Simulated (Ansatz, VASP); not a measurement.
Two plane-wave programs on MnO

The input POSCAR:

```
MnO
1.0
    0.0000000000      2.2239077028      2.2239077028
    2.2239077028      0.0000000000      2.2239077028
    2.2239077028      2.2239077028      0.0000000000
Mn O
1 1
Direct
    0.0000000000      0.0000000000      0.0000000000
    0.5000000000      0.5000000000      0.5000000000
```

Contents of INCAR.step1:

```
SYSTEM = MnO
PREC = Accurate
ENCUT = 520
EDIFF = 1E-5
ISMEAR = -1
SIGMA = 0.05
LREAL = .False.
LASPH = .True.
NELM = 150
ALGO = Normal
ISIF = 2
LWAVE = .True.
ISPIN = 2
MAGMOM = 4 0
LORBIT = 11
LMAXMIX = 4
GGA = PE
NBANDS = 20
```

Contents of INCAR.step2:

```
SYSTEM = MnO
PREC = Accurate
ENCUT = 520
EDIFF = 1E-7
ISMEAR = -1
SIGMA = 0.05
LREAL = .False.
LASPH = .True.
NELM = 150
ALGO = Normal
ISIF = 2
LWAVE = .False.
LCHARG = .True.
ISPIN = 2
MAGMOM = 4 0
LORBIT = 11
LMAXMIX = 4
GGA = PE
LHFCALC = .True.
HFSCREEN = 0.2079
PRECFOCK = Normal
LELF = .True.
LVHAR = .True.
ISTART = 1
NBANDS = 20
```

Contents of KPOINTS:

```
Automatic mesh
0
Gamma
  5 5 5
  0 0 0
```

input.yaml

```yaml
crystal:
  lattice:
    - [0.0, 2.2239077028, 2.2239077028]
    - [2.2239077028, 0.0, 2.2239077028]
    - [2.2239077028, 2.2239077028, 0.0]
  atoms:
    - { symbol: Mn, position: [0.0, 0.0, 0.0], spin: 4.0 }
    - { symbol: O, position: [0.5, 0.5, 0.5] }
hamiltonian:
  xc: hse06
  pseudopotentials: { kind: paw }
magnetization:
  spin_polarized: true
kpoints:
  mp_grid: { grid: [5, 5, 5] }
scf:
  occupations: { method: fermi_dirac, width: 0.05 }
output:
  forces: true
  stress: true
  eigenvalues: true
```

Alike in both runs: task single point; functional HSE06; k mesh 5 × 5 × 5; occupations fermi-dirac, width 0.05 eV; collinear spin.

|  | VASP | Ansatz |
| --- | --- | --- |
| version | VASP 6.6.1 | Ansatz 0.2.0 |
| potentials or method | VASP PAW PBE potentials, release 64 (Mn_pv, O) | Ansatz PAW |
| plane-wave cutoff (eV) | 520 | 420 |
| valence electrons in the cell | 19 | 21 |

Ansatz gave:

```
gap on the k mesh at the Fermi level (eV)                     : 1.45
least direct gap on the mesh (eV)                             : 4.05
pressure (GPa)                                                : 0.8
net moment per atom (μB)                                      : 2.50
size of the moment on the site where the two differ most (μB) : 4.31
```

Task: What did VASP give for the same quantities?

Result: gap on the k mesh at the Fermi level (eV): 1.45; least direct gap on the mesh (eV): 4.04; pressure (GPa): 1.4; net moment per atom (μB): 2.50; size of the moment on the site where the two differ most (μB): 4.58.

Site moments also hang on the region over which each program counts them. The functional is the same, so the differences come from potentials, cutoffs and numerics. VASP's potentials hold 19 valence electrons a cell and Ansatz's 21, so a difference there can come from the potentials and not from the codes.

The k mesh is coarse, so the values compare programs but aren't converged. Noted on Ansatz's run: the magnetic or orbital state may not be the lowest; odd divisions of the mesh miss points on the zone boundary, where band edges often lie, so the gap on the mesh can be too wide.
